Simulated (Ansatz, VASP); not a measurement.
# Two plane-wave programs on Sr2V

```xyz
3
Lattice="3.7565 0.0000 0.0000 -1.8782 3.2532 0.0000 0.0000 0.0000 6.7579" Properties=species:S:1:pos:R:3 pbc="T T T"
Sr    0.0000    2.1688    1.8828
Sr    1.8782    1.0844    4.8750
V     0.0000    0.0000    3.3789
```

Alike in both runs: task single point; functional PBE; k mesh 6 × 6 × 4; occupations gaussian, width 0.1 eV; collinear spin.

|  | VASP | Ansatz |
| --- | --- | --- |
| version | VASP 6.6.1 | Ansatz 0.2.0 |
| potentials or method | VASP PAW PBE potentials, release 64 (Sr_sv, V_sv), cutoff 520 eV | scalar-relativistic, plane waves, PAW |
| valence electrons in the cell | 33 | 33 |

|  | VASP | Ansatz | Ansatz less VASP |
| --- | --- | --- | --- |
| gap on the k mesh at the Fermi level (eV) | none | none | - |
| pressure (GPa) | 19.2 | 18.7 | -0.50 |
| traceless stress, the component that is largest in VASP (GPa) | 2.59 | 2.62 | +0.031 |
| rms of the force components (eV/Å) | 1.865 | 1.824 | -0.0409 |
| net moment per atom (μB) | 1.00 | 1.00 | -0.001 |
| size of the moment on the site where the two differ most (μB) | 2.50 | 2.35 | -0.143 |

Site moments also hang on the region over which each program counts them. Atom by atom the forces differ by 0.041 eV/Å (rms over components). A gap of «none» marks a metal or a gap that the smearing closes.
